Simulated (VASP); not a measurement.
# SnO2 in VASP: further runs, part 2 of 2

VASP 6.6.1. Earlier steps stand in the parts before.

## 4. Single point, PBE (biaxial xy strain +5.8%)

INCAR

```
SYSTEM = SnO2
  ALGO = Normal
  EDIFF = 1E-6
  ENCUT = 520
  GGA = PE
  ISIF = 2
  ISMEAR = -1
  LASPH = .TRUE.
  LCHARG = .FALSE.
  LREAL = .FALSE.
  LWAVE = .FALSE.
  NBANDS = 35
  NELM = 80
  PREC = Accurate
  SIGMA = 0.02
```

KPOINTS

```
k-points
0
G
  6 6 8
  0 0 0
```

POSCAR

```
SnO2
1.0
    5.0390046043      0.0000000000      0.0000000000
    0.0000000000      5.0391985978      0.0000000000
    0.0000000000      0.0000000000      3.2000514904
Sn O
2 4
Direct
    0.5000000000      0.5000000000      0.5000000000
    0.0000000000      0.0000000000      0.0000000000
    0.3103529917      0.3103596423      0.0000000000
    0.8103529917      0.1896403577      0.5000000000
    0.1896470083      0.8103596423      0.5000000000
    0.6896470083      0.6896403577      0.0000000000
```

Potentials or basis: VASP PAW PBE potentials, release 64 (Sn_d, O).

Launch:

```
$ cat potpaw_PBE.64/Sn_d/POTCAR potpaw_PBE.64/O/POTCAR > POTCAR
$ mpirun -np 1 vasp_std > vasp.out
```

OUTCAR:

```text
SYSTEM = SnO2
   EDIFF = 1E-6
   ENCUT = 520
   GGA = PE
   ISIF = 2
   ISMEAR = -1
   LASPH = .TRUE.
   LREAL = .FALSE.
   NELM = 80
   PREC = Accurate

 ion  position               nearest neighbor table
   1  0.500  0.500  0.500-   3 2.09   6 2.09   3 2.09   6 2.09   5 2.21   4 2.21
   2  0.000  0.000  0.000-   4 2.09   5 2.09   4 2.09   5 2.09   3 2.21   6 2.21
   3  0.310  0.310  0.000-   1 2.09   1 2.09   2 2.21
   4  0.810  0.190  0.500-   2 2.09   2 2.09   1 2.21
   5  0.190  0.810  0.500-   2 2.09   2 2.09   1 2.21
   6  0.690  0.690  0.000-   1 2.09   1 2.09   2 2.21

  LATTYP: Found a simple orthorhombic cell.
 ALAT       =     3.2000514904
 B/A-ratio  =     1.5746636013
 C/A-ratio  =     1.5747242233

  Lattice vectors:

 A1 = (   0.0000000000,   0.0000000000,   3.2000514904)
 A2 = (   5.0390046043,   0.0000000000,   0.0000000000)
 A3 = (   0.0000000000,   5.0391985978,   0.0000000000)

Analysis of symmetry for initial positions (statically):
=====================================================================
 Subroutine PRICEL returns:
 Original cell was already a primitive cell.

 Routine SETGRP: Setting up the symmetry group for a
 simple orthorhombic supercell.

 Subroutine GETGRP returns: Found  8 space group operations
 (whereof  4 operations were pure point group operations)
 out of a pool of  8 trial point group operations.

The static configuration has the point symmetry C_2h.
 The point group associated with its full space group is D_2h.

Analysis of symmetry for dynamics (positions and initial velocities):
=====================================================================
 Subroutine PRICEL returns:
 Original cell was already a primitive cell.

 Routine SETGRP: Setting up the symmetry group for a
 simple orthorhombic supercell.

 Subroutine GETGRP returns: Found  8 space group operations
 (whereof  4 operations were pure point group operations)
[... 126 lines left out ...]
   ISMEAR =    -1;   SIGMA  =   0.02  broadening in eV -4-tet -1-fermi 0-gaus
   EFERMI_NEDOS =   21; number of points for ismear=-14 and -15
   IALGO  =     38    algorithm
   IMIX   =      4    mixing-type and parameters
     AMIX     =   0.40;   BMIX     =  1.00
     AMIX_MAG =   1.60;   BMIX_MAG =  1.00
  volume/ion in A,a.u.               =      13.54        91.39
  Fermi-wavevector in a.u.,A,eV,Ry     =   1.410766  2.665961 27.079128  1.990260
  Thomas-Fermi vector in A             =   2.532686
   LORBIT       =      0    0 simple, 1 ext, 2 COOP (PROOUT), +10 PAW based schemes
   GGA     = PE    functional components
   LHFCALC =     F    Hartree Fock is set to
   AEXX    =    0.0000 exact exchange contribution
   IVDW    =     0    specifies the selected vdW correction
   LEPSILON=     F    determine dielectric tensor
   LRPA    =     F    only Hartree local field effects (RPA)
 non-spin polarized calculation
  energy-cutoff  :      520.00
  volume of cell :       81.26
 maximum number of plane-waves:      2212
 NGX is ok and might be reduce to    40
   NGX = 19   NGY = 19   NGZ = 11

 number of electron      52.0000009 magnetization

 Free energy of the ion-electron system (eV)
  ---------------------------------------------------
  ext. energy  EPLUGINS =         0.00000000
  ---------------------------------------------------
  free energy    TOTEN  =       -37.10293189 eV

  energy without entropy =      -37.10293075  energy(sigma->0) =      -37.10293132

 E-fermi :   4.8226     XC(G=0): -10.5588

 val. band max:        4.6687129199   @ k =   0.0000   0.0000   0.0000
 cond. band min:       4.9758606892   @ k =   0.0000   0.0000   0.0000
 fundamental gap:      0.3071477693
 Fermi energy:         4.8225844265

 k-point     1 :       0.0000    0.0000    0.0000
  band No.  band energies     occupation
      1     -16.3051      2.00000
      2     -15.8624      2.00000
      3     -15.5987      2.00000
      4     -15.5740      2.00000
      5     -15.5740      2.00000
      6     -15.5265      2.00000
[... 901 lines left out ...]
     34      16.1451      0.00000
     35      16.5564      0.00000

 [... further k-points ...]
[... 5 lines left out ...]
  --------------------------------------------------------------------------------------
  -------------------------------------------------------------------------------------
  Total       -4.8282016     -4.8297027     -1.8599162      0.0000000      0.0000000      0.0000000
  in kB      -95.1990874    -95.2286842    -36.6725216      0.0000000      0.0000000      0.0000000
  external PRESSURE =     -75.7000977 kB  Pullay stress =       0.0000000 kB

 VOLUME and BASIS-vectors are now :
 -----------------------------------------------------------------------------
  energy-cutoff  :      520.00
  volume of cell :       81.26
      direct lattice vectors                 reciprocal lattice vectors
     5.039004604  0.000000000  0.000000000     0.198451892  0.000000000  0.000000000
     0.000000000  5.039198598  0.000000000     0.000000000  0.198444253  0.000000000
     0.000000000  0.000000000  3.200051490     0.000000000  0.000000000  0.312494972

 POSITION                                       TOTAL-FORCE (eV/Angst)
 -----------------------------------------------------------------------------------
      2.51950      2.51960      1.60003         0.000000     -0.000000      0.000000
      0.00000      0.00000      0.00000         0.000000     -0.000000      0.000000
      1.56387      1.56396      0.00000        -0.105715     -0.105712      0.000000
      4.08337      0.95564      1.60003        -0.105715      0.105712      0.000000
      0.95563      4.08356      1.60003         0.105715     -0.105712      0.000000
      3.47513      3.47523      0.00000         0.105715      0.105712      0.000000
 -----------------------------------------------------------------------------------
    total drift:                                0.000000      0.000000      0.000000

  FREE ENERGIE OF THE ION-ELECTRON SYSTEM (eV)
  ---------------------------------------------------
  free  energy   TOTEN  =       -37.1029318903 eV

  energy  without entropy=      -37.1029307488  energy(sigma->0) =      -37.10293132
```

OSZICAR:

```text
N       E                     dE             d eps       ncg     rms          rms(c)
DAV:   1     0.636279365045E+03    0.63628E+03   -0.25563E+04  6115   0.223E+03
DAV:   2     0.590248853289E+02   -0.57725E+03   -0.54497E+03  6096   0.602E+02
DAV:   3    -0.378638591664E+02   -0.96889E+02   -0.94881E+02  6188   0.206E+02
DAV:   4    -0.429979704159E+02   -0.51341E+01   -0.50964E+01  7050   0.517E+01
DAV:   5    -0.431343322892E+02   -0.13636E+00   -0.13616E+00  6885   0.891E+00    0.152E+01
DAV:   6    -0.370613946001E+02    0.60729E+01   -0.17850E+01  8764   0.650E+01    0.596E+00
DAV:   7    -0.371365077897E+02   -0.75113E-01   -0.20005E+00  6311   0.798E+00    0.314E+00
DAV:   8    -0.371103629146E+02    0.26145E-01   -0.21441E-01  7781   0.362E+00    0.749E-01
DAV:   9    -0.371018649684E+02    0.84979E-02   -0.34383E-02  8346   0.252E+00    0.127E-01
DAV:  10    -0.371028736048E+02   -0.10086E-02   -0.47877E-03  7435   0.645E-01    0.512E-02
DAV:  11    -0.371029332537E+02   -0.59649E-04   -0.23241E-04  8992   0.143E-01    0.293E-02
DAV:  12    -0.371029350676E+02   -0.18139E-05   -0.15699E-05  7129   0.281E-02    0.177E-02
DAV:  13    -0.371029317506E+02    0.33170E-05   -0.11233E-05  7120   0.281E-02    0.295E-03
DAV:  14    -0.371029318903E+02   -0.13975E-06   -0.75391E-07  3613   0.645E-03
   1 F= -.37102932E+02 E0= -.37102931E+02  d E =-.114157E-05
```

stdout:

```text
POSCAR found type information on POSCAR SnO
 POSCAR found :  2 types and       6 ions
 scaLAPACK will be used
 LDA part: xc-table for (Slater+PW92), standard interpolation
 POSCAR, INCAR and KPOINTS ok, starting setup
 FFT: planning ... GRIDC
 FFT: planning ... GRID_SOFT
 FFT: planning ... GRID
 WAVECAR not read
 entering main loop
```

Run time: 6.6 min. Hardware: 1 thread of AMD EPYC 7R13, shared host; peak memory 0.27 GiB.

Results:

| Quantity | Value |
| --- | --- |
| Free energy | -37.1029 eV |
| Pressure | -7.6 GPa |
| Largest force | 0.150 eV/Å |
| Band gap on the k mesh | 0.31 eV, direct |

Forces on the atoms (eV/Å):
```
Sn   0.000  0.000  0.000
Sn   0.000  0.000  0.000
O   -0.106 -0.106  0.000
O   -0.106  0.106  0.000
O    0.106 -0.106  0.000
O    0.106  0.106  0.000
```

Levels at points of the mesh, in eV from the valence-band top:
```csv
k point,band 23,band 24,band 25,band 26,band 27,band 28,band 29,band 30
"(0.00, 0.00, 0.00)",-1.13,-0.73,-0.73,0.00,0.31,5.34,6.06,6.06
"(0.50, 0.00, 0.00)",-1.09,-1.09,-0.63,-0.63,3.28,3.28,6.77,6.77
"(0.00, 0.50, 0.00)",-1.09,-1.09,-0.63,-0.63,3.28,3.28,6.77,6.77
"(0.50, 0.50, 0.00)",-1.17,-1.17,-0.84,-0.84,3.68,3.68,6.90,6.90
"(0.00, 0.00, 0.50)",-1.30,-1.30,-1.09,-1.09,4.99,4.99,8.79,8.79
"(0.50, 0.00, 0.50)",-0.92,-0.92,-0.83,-0.83,5.18,5.18,6.81,6.81
"(0.00, 0.50, 0.50)",-0.92,-0.92,-0.83,-0.83,5.18,5.18,6.81,6.81
"(0.50, 0.50, 0.50)",-0.91,-0.91,-0.74,-0.74,3.92,3.92,8.01,8.01
```

Caveat: the cell differs from its parent crystal (biaxial xy strain +5.8%); spin-orbit coupling is left out, which moves the levels of the heavy elements.

## 5. The runs side by side

```tsv
cell	gap on the mesh (eV)	pressure (GPa)	largest force (eV/Å)
a = 4.643, b = 4.644, c = 3.261 Å, 6 atoms	1.33	14.2	-
a = 4.761, b = 4.761, c = 3.200 Å, 6 atoms	1.09	8.4	0.05
a = 5.039, b = 5.039, c = 3.200 Å, 6 atoms	0.31	-7.6	0.15
```

Alike in all rows: task single point; level PBE; potentials or basis VASP PAW PBE potentials, release 64 (Sn_d, O); no spin polarisation; k mesh 6 × 6 × 8; cutoff (eV) 520; smearing fermi-dirac 0.02 eV.

Caveats: spin-orbit coupling is left out, which moves the levels of the heavy elements.

Total energies depend on the potentials used, so only differences within one code and one set of settings carry meaning.
